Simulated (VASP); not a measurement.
# Zr4Si3 (P6/mmm) in VASP: a series of runs

Zr4Si3 is run at these levels: PBE; tasks: single point.

Program: VASP 6.6.1. These are calculated values, not measurements. Logs are shortened: lines on timing, memory, paths and dates and some standing lists are left out, and cuts for length are marked.

### Step 1. The cell of the first run

It takes space group P6/mmm (No. 191, hexagonal). Conventional cell: a = 5.319 Å, b = 5.319 Å, c = 5.197 Å, α = 90.00°, β = 90.00°, γ = 120.00°. Zr (site symmetry 6mm) has 2 Zr at 2.51 to 2.69 Å and 6 Si at 2.98 Å within 3.3 Å. Within 4.0 Å of Zr (site symmetry -6m2) lie 6 Si at 3.02 Å and 9 Zr at 3.07 to 3.32 Å. Within 3.5 Å of Si (site symmetry mmm) lie 4 Si at 2.66 Å and 8 Zr at 2.98 to 3.02 Å.

### Step 2. Single point, PBE

File INCAR:

```
SYSTEM = Zr4Si3
PREC = Accurate
ENCUT = 500
EDIFF = 1E-6
ISMEAR = 0
SIGMA = 0.2
LREAL = .FALSE.
LASPH = .TRUE.
NELM = 120
ALGO = Normal
ISIF = 2
LWAVE = .FALSE.
LCHARG = .FALSE.
GGA = PE
NBANDS = 39
GGA_COMPAT = .FALSE.
```

File KPOINTS:

```
Automatic mesh
0
G
  4 4 3
  0 0 0
```

File POSCAR:

```
Zr4Si3
1.0
    5.3185658814      0.0000000000      0.0000000000
   -2.6592829407      4.6060131650      0.0000000000
    0.0000000000      0.0000000000      5.1965646611
Zr Si
4 3
Direct
    0.0000000000      0.0000000000      0.2587622439
    0.0000000000      0.0000000000      0.7412377561
    0.3333333333      0.6666666667      0.5000000000
    0.6666666667      0.3333333333      0.5000000000
    0.5000000000      0.0000000000      0.0000000000
    0.0000000000      0.5000000000      0.0000000000
    0.5000000000      0.5000000000      0.0000000000
```

Potentials or basis: VASP PAW PBE potentials, release 64 (Zr_sv, Si).

The run is started by

```
$ cat potpaw_PBE.64/Zr_sv/POTCAR potpaw_PBE.64/Si/POTCAR > POTCAR
$ mpirun -np 1 vasp_std > vasp.out
```

OUTCAR:

```text
SYSTEM = Zr4Si3
   PREC = Accurate
   ENCUT = 500
   EDIFF = 1E-6
   ISMEAR = 0
   LREAL = .FALSE.
   LASPH = .TRUE.
   NELM = 120
   ISIF = 2
   GGA = PE

 ion  position               nearest neighbor table
   1  0.000  0.000  0.259-   2 2.51   2 2.69   5 2.98   5 2.98   6 2.98   6 2.98   7 2.98   7 2.98
                             4 3.32   3 3.32   4 3.32   3 3.32   3 3.32   4 3.32
   2  0.000  0.000  0.741-   1 2.51   1 2.69   5 2.98   5 2.98   7 2.98   6 2.98   6 2.98   7 2.98
                             3 3.32   4 3.32   4 3.32   3 3.32   3 3.32   4 3.32
   3  0.333  0.667  0.500-   6 3.02   6 3.02   5 3.02   5 3.02   7 3.02   7 3.02   4 3.07   4 3.07
                             4 3.07   1 3.32   2 3.32   2 3.32   1 3.32   2 3.32   1 3.32
   4  0.667  0.333  0.500-   6 3.02   6 3.02   5 3.02   5 3.02   7 3.02   7 3.02   3 3.07   3 3.07
                             3 3.07   1 3.32   2 3.32   1 3.32   2 3.32   1 3.32   2 3.32
   5  0.500  0.000  0.000-   6 2.66   7 2.66   7 2.66   6 2.66   1 2.98   1 2.98   2 2.98   2 2.98
                             3 3.02   4 3.02   3 3.02   4 3.02
   6  0.000  0.500  0.000-   7 2.66   7 2.66   5 2.66   5 2.66   1 2.98   2 2.98   1 2.98   2 2.98
                             3 3.02   4 3.02   3 3.02   4 3.02
   7  0.500  0.500  0.000-   6 2.66   6 2.66   5 2.66   5 2.66   1 2.98   2 2.98   1 2.98   2 2.98
                             3 3.02   4 3.02   3 3.02   4 3.02

  LATTYP: Found a hexagonal cell.
 ALAT       =     5.3185658814
 C/A-ratio  =     0.9770612562

  Lattice vectors:

 A1 = (   5.3185658814,   0.0000000000,   0.0000000000)
 A2 = (  -2.6592829407,   4.6060131650,   0.0000000000)
 A3 = (   0.0000000000,   0.0000000000,   5.1965646611)

Analysis of symmetry for initial positions (statically):
=====================================================================
 Subroutine PRICEL returns:
 Original cell was already a primitive cell.

 Routine SETGRP: Setting up the symmetry group for a
 hexagonal supercell.

 Subroutine GETGRP returns: Found 24 space group operations
 (whereof 24 operations were pure point group operations)
 out of a pool of 24 trial point group operations.

The static configuration has the point symmetry D_6h.

Analysis of symmetry for dynamics (positions and initial velocities):
=====================================================================
 Subroutine PRICEL returns:
 Original cell was already a primitive cell.

 Routine SETGRP: Setting up the symmetry group for a
 hexagonal supercell.

 Subroutine GETGRP returns: Found 24 space group operations
 (whereof 24 operations were pure point group operations)
 out of a pool of 24 trial point group operations.

The dynamic configuration has the point symmetry D_6h.

 Subroutine INISYM returns: Found 24 space group operations
 (whereof 24 operations are pure point group operations),
 and found     1 'primitive' translations

----------------------------------------------------------------------------------------

                                     Primitive cell

  volume of cell :     127.3022

  direct lattice vectors                    reciprocal lattice vectors
     5.318565881  0.000000000  0.000000000     0.188020610  0.108553750  0.000000000
    -2.659282941  4.606013165  0.000000000     0.000000000  0.217107499  0.000000000
     0.000000000  0.000000000  5.196564661     0.000000000  0.000000000  0.192434823

  length of vectors
     5.318565881  5.318565881  5.196564661     0.217107499  0.217107499  0.192434823

  position of ions in fractional coordinates (direct lattice)
     0.000000000  0.000000000  0.258762244
     0.000000000  0.000000000  0.741237756
     0.333333333  0.666666667  0.500000000
     0.666666667  0.333333333  0.500000000
     0.500000000  0.000000000  0.000000000
     1.000000000  0.500000000  0.000000000
     0.500000000  0.500000000  0.000000000

  ion indices of the primitive-cell ions
   primitive index   ion index
                 1           1
                 2           2
                 3           3
                 4           4
                 5           5
                 6           6
                 7           7

----------------------------------------------------------------------------------------

 KPOINTS: Automatic mesh

Automatic generation of k-mesh.
 Grid dimensions read from file:
 generate k-points for:    4    4    3

 Generating k-lattice:

  Cartesian coordinates                     Fractional coordinates (reciprocal lattice)
     0.047005152  0.027138437  0.000000000     0.250000000 -0.000000000  0.000000000
     0.000000000  0.054276875  0.000000000     0.000000000  0.250000000  0.000000000
     0.000000000  0.000000000  0.064144941     0.000000000  0.000000000  0.333333333

  Length of vectors
     0.054276875  0.054276875  0.064144941

  Shift w.r.t. Gamma in fractional coordinates (k-lattice)
     0.000000000  0.000000000  0.000000000

 Subroutine IBZKPT returns following result:
 ===========================================

 Found      8 irreducible k-points:

 Following reciprocal coordinates:
            Coordinates               Weight
  0.000000  0.000000  0.000000      1.000000
  0.250000  0.000000  0.000000      6.000000
  0.500000  0.000000  0.000000      3.000000
  0.250000  0.250000  0.000000      6.000000
  0.000000  0.000000  0.333333      2.000000
  0.250000  0.000000  0.333333     12.000000
  0.500000  0.000000  0.333333      6.000000
  0.250000  0.250000  0.333333     12.000000
   k-points           NKPTS =      8   k-points in BZ     NKDIM =      8   number of bands    NBANDS=     39
   number of dos      NEDOS =    301   number of ions     NIONS =      7
   total plane-waves  NPLWV =  64000
   dimension x,y,z NGX =    40 NGY =   40 NGZ =   40
   dimension x,y,z NGXF=    80 NGYF=   80 NGZF=   80
   ions per type =               4   3
   NGX,Y,Z   is equivalent  to a cutoff of  12.50, 12.50, 12.80 a.u.
   NGXF,Y,Z  is equivalent  to a cutoff of  25.01, 25.01, 25.59 a.u.
 SYSTEM =  Zr4Si3
   PREC   = accura    normal or accurate (medium, high low for compatibility)
   ISTART =      0    job   : 0-new  1-cont  2-samecut
   ICHARG =      2    charge: 1-file 2-atom 10-const
   ISPIN  =      1    spin polarized calculation?
   LNONCOLLINEAR =      F non collinear calculations
   LSORBIT =      F    spin-orbit coupling
   LASPH  =      T    aspherical Exc in radial PAW
   ENCUT  =  500.0 eV  36.75 Ry    6.06 a.u.   9.70  9.70  9.47*2*pi/ulx,y,z
   NELM   =    120;   NELMIN=  2; NELMDL= -5     # of ELM steps
   EDIFF  = 0.1E-05   stopping-criterion for ELM
   LREAL  =      F    real-space projection
   EDIFFG = 0.1E-04   stopping-criterion for IOM
   NSW    =      0    number of steps for IOM
   IBRION =     -1    ionic relax: 0-MD 1-quasi-New 2-CG
   NFREE  =      0    steps in history (QN), initial steepest desc. (CG)
   ISIF   =      2    stress and relaxation
   ISYM   =      2    0-nonsym 1-usesym 2-fastsym
   POTIM  = 0.5000    time-step for ionic-motion
   TEBEG  =    0.0;   TEEND  =   0.0 temperature during run
   PSTRESS=    0.0 pullay stress
   NELECT =      60.0000    total number of electrons
   NUPDOWN=      -1.0000    fix difference up-down
   EMIN   =  10.00;   EMAX   =-10.00  energy-range for DOS
   EFERMI =   0.00;   METHOD = LEGACY
   ISMEAR =     0;   SIGMA  =   0.20  broadening in eV -4-tet -1-fermi 0-gaus
   EFERMI_NEDOS =   21; number of points for ismear=-14 and -15
   IALGO  =     38    algorithm
   IMIX   =      4    mixing-type and parameters
     AMIX     =   0.40;   BMIX     =  1.00
     AMIX_MAG =   1.60;   BMIX_MAG =  1.00
  volume/ion in A,a.u.               =      18.19       122.73
  Fermi-wavevector in a.u.,A,eV,Ry     =   1.274031  2.407569 22.084354  1.623154
  Thomas-Fermi vector in A             =   2.406821
   LORBIT       =      0    0 simple, 1 ext, 2 COOP (PROOUT), +10 PAW based schemes
   GGA     = PE    functional components
   LHFCALC =     F    Hartree Fock is set to
   AEXX    =    0.0000 exact exchange contribution
   IVDW    =     0    specifies the selected vdW correction
   LEPSILON=     F    determine dielectric tensor
   LRPA    =     F    only Hartree local field effects (RPA)
 non-spin polarized calculation
 Gauss-broadening in eV      SIGMA  =   0.20
  energy-cutoff  :      500.00
  volume of cell :      127.30
 maximum number of plane-waves:      3259
 NGX is ok and might be reduce to    40
   NGX = 19   NGY = 19   NGZ = 19

 number of electron      59.9999999 magnetization

 Free energy of the ion-electron system (eV)
  ---------------------------------------------------
  ext. energy  EPLUGINS =         0.00000000
  ---------------------------------------------------
  free energy    TOTEN  =       -53.62811031 eV

  energy without entropy =      -53.50242001  energy(sigma->0) =      -53.56526516

 E-fermi :  10.2537     XC(G=0): -11.4283

 val. band max:       10.1886988156   @ k =   0.0000   0.0000   0.3333
 cond. band min:      10.2853872618   @ k =   0.2500   0.0000   0.3333
 fundamental gap:      0.0966884462
 Fermi energy:        10.2537374310

 k-point     1 :       0.0000    0.0000    0.0000
  band No.  band energies     occupation
      1     -38.7342      2.00000
      2     -38.6147      2.00000
      3     -38.3040      2.00000
      4     -37.8431      2.00000
      5     -17.6384      2.00000
      6     -16.9332      2.00000
[... 31 lines left out ...]
     38      13.8056      0.00000
     39      14.2460      0.00000

 k-point     2 :       0.2500    0.0000    0.0000
  band No.  band energies     occupation
      1     -38.7177      2.00000
      2     -38.6294      2.00000
      3     -38.3063      2.00000
      4     -37.8431      2.00000
      5     -17.6465      2.00000
      6     -17.0135      2.00000
[... 241 lines left out ...]
     38      12.9422      0.00000
     39      13.2154      0.00000

 k-point     8 :       0.2500    0.2500    0.3333
  band No.  band energies     occupation
      1     -38.6917      2.00000
      2     -38.6531      2.00000
      3     -38.2130      2.00000
      4     -37.9479      2.00000
      5     -17.1442      2.00000
      6     -16.9260      2.00000
[... 31 lines left out ...]
     38      12.7547      0.00000
     39      13.0896      0.00000

------------------------ aborting loop because EDIFF is reached ----------------------------------------

  FORCE on cell =-STRESS in cart. coord.  units (eV):
  Direction    XX          YY          ZZ          XY          YZ          ZX
  --------------------------------------------------------------------------------------
  -------------------------------------------------------------------------------------
  Total        0.2006497      0.2006497     -0.0824383      0.0000000     -0.0000000      0.0000000
  in kB        2.5253004      2.5253004     -1.0375365      0.0000000     -0.0000000      0.0000000
  external PRESSURE =       1.3376881 kB  Pullay stress =       0.0000000 kB

 VOLUME and BASIS-vectors are now :
 -----------------------------------------------------------------------------
  energy-cutoff  :      500.00
  volume of cell :      127.30
      direct lattice vectors                 reciprocal lattice vectors
     5.318565881  0.000000000  0.000000000     0.188020610  0.108553750  0.000000000
    -2.659282941  4.606013165  0.000000000     0.000000000  0.217107499  0.000000000
     0.000000000  0.000000000  5.196564661     0.000000000  0.000000000  0.192434823

 POSITION                                       TOTAL-FORCE (eV/Angst)
 -----------------------------------------------------------------------------------
      0.00000      0.00000      1.34467         0.000000      0.000000      0.025296
      0.00000      0.00000      3.85189         0.000000     -0.000000     -0.025296
     -0.00000      3.07068      2.59828        -0.000000     -0.000000      0.000000
      2.65928      1.53534      2.59828        -0.000000      0.000000     -0.000000
      2.65928      0.00000      0.00000         0.000000      0.000000      0.000000
     -1.32964      2.30301      0.00000         0.000000      0.000000      0.000000
      1.32964      2.30301      0.00000         0.000000      0.000000      0.000000
 -----------------------------------------------------------------------------------
    total drift:                               -0.000000      0.000000      0.000000

  FREE ENERGIE OF THE ION-ELECTRON SYSTEM (eV)
  ---------------------------------------------------
  free  energy   TOTEN  =       -53.6281103074 eV

  energy  without entropy=      -53.5024200121  energy(sigma->0) =      -53.56526516
```

It took 94 s on 1 thread of Intel Xeon 8259CL, shared host; peak memory 0.25 GiB.

Results:

* Free energy: -53.6281 eV
* Pressure: 0.1 GPa
* Largest force: 0.025 eV/Å
* Band gap on the k mesh: zero (band 30 reaches 11.11 eV, above the bottom of band 31 at 10.07 eV)

Forces on the atoms (eV/Å):
```
Zr   0.000  0.000  0.025
Zr   0.000  0.000 -0.025
Zr   0.000  0.000  0.000
Zr   0.000  0.000  0.000
Si   0.000  0.000  0.000
Si   0.000  0.000  0.000
Si   0.000  0.000  0.000
```

Stress tensor (GPa, compression positive):
```
 0.25  0.00  0.00
 0.00  0.25  0.00
 0.00  0.00 -0.10
```

Caveat: the k points lie up to 0.40 Å⁻¹ apart.

### Step 3. Single point, PBE

File INCAR:

```
SYSTEM = Zr4Si3
PREC = Accurate
ENCUT = 500
EDIFF = 1E-6
ISMEAR = 0
SIGMA = 0.2
LREAL = .False.
LASPH = .True.
NELM = 120
ALGO = Normal
ISIF = 2
LWAVE = .False.
LCHARG = .False.
GGA = PE
NBANDS = 39
GGA_COMPAT = .False.
```

File KPOINTS:

```
regular mesh
0
Gamma
  4 4 3
  0 0 0
```

File POSCAR:

```
Zr4Si3
1.0
    5.3215072329      0.0000000000      0.0000000000
   -2.6607536164      4.6085604501      0.0000000000
    0.0000000000      0.0000000000      5.1940230965
Zr Si
4 3
Direct
    0.0000000000      0.0000000000      0.7410088143
    0.0000000000      0.0000000000      0.2589911857
    0.3333333333      0.6666666667      0.5000000000
    0.6666666667      0.3333333333      0.5000000000
    0.5000000000      0.0000000000      0.0000000000
    0.5000000000      0.5000000000      0.0000000000
    0.0000000000      0.5000000000      0.0000000000
```

Potentials or basis: VASP PAW PBE potentials, release 64 (Zr_sv, Si).

The run is started by

```
$ cat potpaw_PBE.64/Zr_sv/POTCAR potpaw_PBE.64/Si/POTCAR > POTCAR
$ mpirun -np 1 vasp_std > vasp.out
```

Run time: 2 min. Hardware: 1 thread of Intel Xeon 8259CL, shared host; peak memory 0.25 GiB.

Results (log left out):

```
Free energy            : -53.6284 eV
Pressure               : 0.1 GPa
Largest force          : 0.010 eV/Å
Band gap on the k mesh : zero (band 30 reaches 11.10 eV, above the bottom of band 31 at 10.06 eV)
```

Forces on the atoms (eV/Å):
```
Zr   0.000  0.000  0.010
Zr   0.000  0.000 -0.010
Zr   0.000  0.000  0.000
Zr   0.000  0.000  0.000
Si   0.000  0.000  0.000
Si   0.000  0.000  0.000
Si   0.000  0.000  0.000
```

Stress tensor (GPa, compression positive):
```
 0.13  0.00  0.00
 0.00  0.13  0.00
 0.00  0.00 -0.07
```

Levels at points of the mesh, in eV from the Fermi level:
| k point | band 27 | band 28 | band 29 | band 30 | band 31 | band 32 |
| --- | --- | --- | --- | --- | --- | --- |
| (0.00, 0.00, 0.00) | -1.94 | -1.78 | -1.78 | 0.86 | 0.86 | 1.03 |
| (0.50, 0.00, 0.00) | -1.74 | -1.55 | -1.12 | -0.66 | -0.14 | 0.24 |

Caveat: the k points lie up to 0.40 Å⁻¹ apart.

(Part 1 of 2 ends here.)
